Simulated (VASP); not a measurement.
# IrO2 (P4_2/mnm) in VASP: a series of runs, part 2 of 2

VASP 6.6.1. The steps go on from the part before.

### Step 3. Relaxation of cell and atoms, PBE+D3(BJ)

This run uses another cell than the first one, of 10.86 Å³/atom, 1.013 times its volume.

INCAR

```
  PREC = Accurate
  ENCUT = 600
  EDIFF = 1E-7
  ISMEAR = 0
  SIGMA = 0.1
  LREAL = F
  LASPH = T
  NELM = 120
  ALGO = Normal
  ISIF = 3
  LWAVE = F
  LCHARG = F
  GGA = PE
  IVDW = 12
  IBRION = 2
  NSW = 70
  EDIFFG = -0.02
  GGA_COMPAT = F
  NELMIN = 4
```

KPOINTS

```
Automatic mesh
0
Gamma
  8 8 12
```

POSCAR

```
IrO2
1.0
    4.5256612560      0.0000000000      0.0000000000
    0.0000000000      4.5256612560      0.0000000000
    0.0000000000      0.0000000000      3.1815052114
Ir O
2 4
Direct
    0.5000000000      0.5000000000      0.5000000000
    0.0000000000      0.0000000000      0.0000000000
    0.6914930968      0.6914930968      0.0000000000
    0.8085069032      0.1914930968      0.5000000000
    0.3085069032      0.3085069032      0.0000000000
    0.1914930968      0.8085069032      0.5000000000
```

Potentials or basis: VASP PAW PBE potentials, release 64 (Ir, O).

Command:

```
> cat potpaw_PBE.64/Ir/POTCAR potpaw_PBE.64/O/POTCAR > POTCAR
> mpirun -np 1 vasp_std > vasp.out
```

OUTCAR:

```text
PREC = Accurate
   ENCUT = 600
   EDIFF = 1E-7
   ISMEAR = 0
   LREAL = F
   LASPH = T
   NELM = 120
   ISIF = 3
   GGA = PE
   IVDW = 12
   IBRION = 2
   NSW = 70
   EDIFFG = -0.02
   NELMIN = 4
 IVDW          = 12

 ion  position               nearest neighbor table
   1  0.500  0.500  0.500-   4 1.97   6 1.97   5 2.01   3 2.01   3 2.01   5 2.01
   2  0.000  0.000  0.000-   3 1.97   5 1.97   4 2.01   6 2.01   4 2.01   6 2.01
   3  0.691  0.691  0.000-   2 1.97   1 2.01   1 2.01
   4  0.809  0.191  0.500-   1 1.97   2 2.01   2 2.01
   5  0.309  0.309  0.000-   2 1.97   1 2.01   1 2.01
   6  0.191  0.809  0.500-   1 1.97   2 2.01   2 2.01

  LATTYP: Found a simple tetragonal cell.
 ALAT       =     4.5256612560
 C/A-ratio  =     0.7029923433

  Lattice vectors:

 A1 = (   4.5256612560,   0.0000000000,   0.0000000000)
 A2 = (   0.0000000000,   4.5256612560,   0.0000000000)
 A3 = (   0.0000000000,   0.0000000000,   3.1815052114)

Analysis of symmetry for initial positions (statically):
=====================================================================
 Subroutine PRICEL returns:
 Original cell was already a primitive cell.

 Routine SETGRP: Setting up the symmetry group for a
 simple tetragonal supercell.

 Subroutine GETGRP returns: Found 16 space group operations
 (whereof  8 operations were pure point group operations)
 out of a pool of 16 trial point group operations.

The static configuration has the point symmetry D_2h.
 The point group associated with its full space group is D_4h.

Analysis of symmetry for dynamics (positions and initial velocities):
=====================================================================
 Subroutine PRICEL returns:
 Original cell was already a primitive cell.

 Routine SETGRP: Setting up the symmetry group for a
 simple tetragonal supercell.

 Subroutine GETGRP returns: Found 16 space group operations
 (whereof  8 operations were pure point group operations)
 out of a pool of 16 trial point group operations.

The dynamic configuration has the point symmetry D_2h.
 The point group associated with its full space group is D_4h.

 Subroutine INISYM returns: Found 16 space group operations
 (whereof  8 operations are pure point group operations),
 and found     1 'primitive' translations

----------------------------------------------------------------------------------------

                                     Primitive cell

  volume of cell :      65.1623

  direct lattice vectors                    reciprocal lattice vectors
     4.525661256  0.000000000  0.000000000     0.220962185  0.000000000  0.000000000
     0.000000000  4.525661256  0.000000000     0.000000000  0.220962185  0.000000000
     0.000000000  0.000000000  3.181505211     0.000000000  0.000000000  0.314316631

  length of vectors
     4.525661256  4.525661256  3.181505211     0.220962185  0.220962185  0.314316631

  position of ions in fractional coordinates (direct lattice)
     0.500000000  0.500000000  0.500000000
     0.000000000  0.000000000  0.000000000
     0.691493097  0.691493097  0.000000000
     0.808506903  0.191493097  0.500000000
     0.308506903  0.308506903  0.000000000
     0.191493097  0.808506903  0.500000000

  ion indices of the primitive-cell ions
   primitive index   ion index
                 1           1
                 2           2
                 3           3
                 4           4
                 5           5
                 6           6

----------------------------------------------------------------------------------------

 KPOINTS: Automatic mesh

Automatic generation of k-mesh.
 Grid dimensions read from file:
 generate k-points for:    8    8   12

 Generating k-lattice:

  Cartesian coordinates                     Fractional coordinates (reciprocal lattice)
     0.027620273  0.000000000  0.000000000     0.125000000  0.000000000  0.000000000
     0.000000000  0.027620273  0.000000000     0.000000000  0.125000000  0.000000000
     0.000000000  0.000000000  0.026193053     0.000000000  0.000000000  0.083333333

  Length of vectors
     0.027620273  0.027620273  0.026193053

  Shift w.r.t. Gamma in fractional coordinates (k-lattice)
     0.000000000  0.000000000  0.000000000

 Subroutine IBZKPT returns following result:
 ===========================================

 Found    105 irreducible k-points:

 Following reciprocal coordinates:
            Coordinates               Weight
  0.000000  0.000000  0.000000      1.000000
  0.125000  0.000000  0.000000      4.000000
  0.250000  0.000000  0.000000      4.000000
  0.375000  0.000000  0.000000      4.000000
  0.500000  0.000000  0.000000      2.000000
  0.125000  0.125000  0.000000      4.000000
[... 16 lines left out ...]
  0.375000  0.125000  0.083333     16.000000
  0.500000  0.125000  0.083333      8.000000
 [... further k-points ...]
   k-points           NKPTS =    105   k-points in BZ     NKDIM =    105   number of bands    NBANDS=     25
   number of dos      NEDOS =    301   number of ions     NIONS =      6
   total plane-waves  NPLWV =  36288
   dimension x,y,z NGX =    36 NGY =   36 NGZ =   28
   dimension x,y,z NGXF=    72 NGYF=   72 NGZF=   56
   ions per type =               2   4
   NGX,Y,Z   is equivalent  to a cutoff of  13.22, 13.22, 14.63 a.u.
   NGXF,Y,Z  is equivalent  to a cutoff of  26.45, 26.45, 29.26 a.u.
 SYSTEM =  unknown system
   PREC   = accura    normal or accurate (medium, high low for compatibility)
   ISTART =      0    job   : 0-new  1-cont  2-samecut
   ICHARG =      2    charge: 1-file 2-atom 10-const
   ISPIN  =      1    spin polarized calculation?
   LNONCOLLINEAR =      F non collinear calculations
   LSORBIT =      F    spin-orbit coupling
   LASPH  =      T    aspherical Exc in radial PAW
   ENCUT  =  600.0 eV  44.10 Ry    6.64 a.u.   9.04  9.04  6.35*2*pi/ulx,y,z
   NELM   =    120;   NELMIN=  4; NELMDL= -5     # of ELM steps
   EDIFF  = 0.1E-06   stopping-criterion for ELM
   LREAL  =      F    real-space projection
   EDIFFG = -.2E-01   stopping-criterion for IOM
   NSW    =     70    number of steps for IOM
   IBRION =      2    ionic relax: 0-MD 1-quasi-New 2-CG
   NFREE  =      1    steps in history (QN), initial steepest desc. (CG)
   ISIF   =      3    stress and relaxation
   ISYM   =      2    0-nonsym 1-usesym 2-fastsym
   POTIM  = 0.5000    time-step for ionic-motion
   TEBEG  =    0.0;   TEEND  =   0.0 temperature during run
   PSTRESS=    0.0 pullay stress
   NELECT =      42.0000    total number of electrons
   NUPDOWN=      -1.0000    fix difference up-down
   EMIN   =  10.00;   EMAX   =-10.00  energy-range for DOS
   EFERMI =   0.00;   METHOD = LEGACY
   ISMEAR =     0;   SIGMA  =   0.10  broadening in eV -4-tet -1-fermi 0-gaus
   EFERMI_NEDOS =   21; number of points for ismear=-14 and -15
   IALGO  =     38    algorithm
   IMIX   =      4    mixing-type and parameters
     AMIX     =   0.40;   BMIX     =  1.00
     AMIX_MAG =   1.60;   BMIX_MAG =  1.00
  volume/ion in A,a.u.               =      10.86        73.29
  Fermi-wavevector in a.u.,A,eV,Ry     =   1.414140  2.672337 27.208814  1.999791
  Thomas-Fermi vector in A             =   2.535713
   LORBIT       =      0    0 simple, 1 ext, 2 COOP (PROOUT), +10 PAW based schemes
   GGA     = PE    functional components
   LHFCALC =     F    Hartree Fock is set to
   AEXX    =    0.0000 exact exchange contribution
   IVDW    =    12    specifies the selected vdW correction
   LEPSILON=     F    determine dielectric tensor
   LRPA    =     F    only Hartree local field effects (RPA)
 conjugate gradient relaxation of ions
 non-spin polarized calculation
 Gauss-broadening in eV      SIGMA  =   0.10
  energy-cutoff  :      600.00
  volume of cell :       65.16
 maximum number of plane-waves:      2216
   NGX = 19   NGY = 19   NGZ = 13

--------------------------------------- Ionic step        1  -------------------------------------------

 number of electron      41.9999999 magnetization

 Free energy of the ion-electron system (eV)
  ---------------------------------------------------
  ext. energy  EPLUGINS =         0.00000000
  ---------------------------------------------------
  free energy    TOTEN  =       -42.27906856 eV

  energy without entropy =      -42.26603985  energy(sigma->0) =      -42.27255421

------------------------ aborting loop because EDIFF is reached ----------------------------------------

 Edisp (eV)   -1.46050

 E8    (eV) :    -0.5700
[... 211 lines left out ...]
--------------------------------------- Ionic step        6  -------------------------------------------

 number of electron      41.9999997 magnetization

 Free energy of the ion-electron system (eV)
  ---------------------------------------------------
  ext. energy  EPLUGINS =         0.00000000
  ---------------------------------------------------
  free energy    TOTEN  =       -42.27265763 eV

  energy without entropy =      -42.25977080  energy(sigma->0) =      -42.26621422

 E-fermi :   6.0131     XC(G=0): -11.9378

 val. band max:        6.0097014659   @ k =   0.3750   0.3750   0.1667
 cond. band min:       6.0174884714   @ k =   0.2500   0.0000   0.3333
 fundamental gap:      0.0077870055
 Fermi energy:         6.0131259672

 k-point     1 :       0.0000    0.0000    0.0000
  band No.  band energies     occupation
      1     -15.0857      2.00000
      2     -13.9036      2.00000
      3     -12.8602      2.00000
      4     -12.8602      2.00000
      5      -3.6872      2.00000
      6      -3.4460      2.00000
[... 661 lines left out ...]
     24       9.1929      0.00000
     25       9.6055      0.00000

 [... further k-points ...]

------------------------ aborting loop because EDIFF is reached ----------------------------------------

 Edisp (eV)   -1.46867

 E8    (eV) :    -0.5732
[... 29 lines left out ...]
  FREE ENERGIE OF THE ION-ELECTRON SYSTEM (eV)
  ---------------------------------------------------
  free  energy   TOTEN  =       -43.7413274063 eV

  energy  without entropy=      -43.7284405733  energy(sigma->0) =      -43.73488399

 reached required accuracy - stopping structural energy minimisation
```

Run time: 7 min. Hardware: 1 thread of AMD EPYC 9R45 (Zen 5), shared host; peak memory 0.3 GiB.

Results:

```yaml
Free_energy: -43.7413 eV
Relaxed_volume: 10.80 Å³/atom
Relaxed_cell: a = 4.514 Å, b = 4.514 Å, c = 3.181 Å, α = 90.00°, β = 90.00°, γ = 90.00°
Space_group_after_relaxing_to_0.05_Å: P4_2/mnm (No. 136)
Energy_gained_by_relaxing: 0.3 meV/atom
Ionic_steps: 6
Pressure_after_relaxing: 0.0 GPa
Band_gap_on_the_k_mesh: zero (band 21 reaches 6.53 eV, above the bottom of band 22 at 5.22 eV)
Dispersion_energy_per_atom: -0.245 eV
```

Forces in eV/Å, atoms in the order of the input:
```
Ir   0.000  0.000  0.000
Ir   0.000  0.000  0.000
O   -0.002 -0.002  0.000
O    0.002 -0.002  0.000
O    0.002  0.002  0.000
O   -0.002  0.002  0.000
```

Step by step:
| step | energy change (eV) | largest force (eV/Å) | pressure (GPa) | volume (Å³) |
| --- | --- | --- | --- | --- |
| 1 | 0.0000 | 0.0112 | -1.40 | 65.16 |
| 2 | 0.0024 | 0.0119 | 2.47 | 64.27 |
| 3 | -0.0016 | 0.0029 | 0.07 | 64.82 |
| 4 | -0.0017 | 0.0328 | -0.02 | 64.81 |
| 5 | -0.0017 | 0.0219 | 0.01 | 64.81 |
| 6 | -0.0018 | 0.0024 | -0.02 | 64.81 |

Final structure:
```cif
data_structure
_symmetry_space_group_name_H-M 'P 1'
_symmetry_Int_Tables_number 1
_cell_length_a 4.5136
_cell_length_b 4.5136
_cell_length_c 3.1812
_cell_angle_alpha 90.000
_cell_angle_beta 90.000
_cell_angle_gamma 90.000
_cell_volume 64.81
loop_
_atom_site_label
_atom_site_type_symbol
_atom_site_fract_x
_atom_site_fract_y
_atom_site_fract_z
_atom_site_occupancy
Ir1 Ir 0.50000 0.50000 0.50000 1
Ir2 Ir 0.00000 0.00000 0.00000 1
O1 O 0.69141 0.69141 0.00000 1
O2 O 0.80859 0.19141 0.50000 1
O3 O 0.30859 0.30859 0.00000 1
O4 O 0.19141 0.80859 0.50000 1
```

Caveat: spin-orbit coupling is left out, which moves the levels of the heavy elements; pairwise dispersion overbinds metals, which lowers pressure and volume.
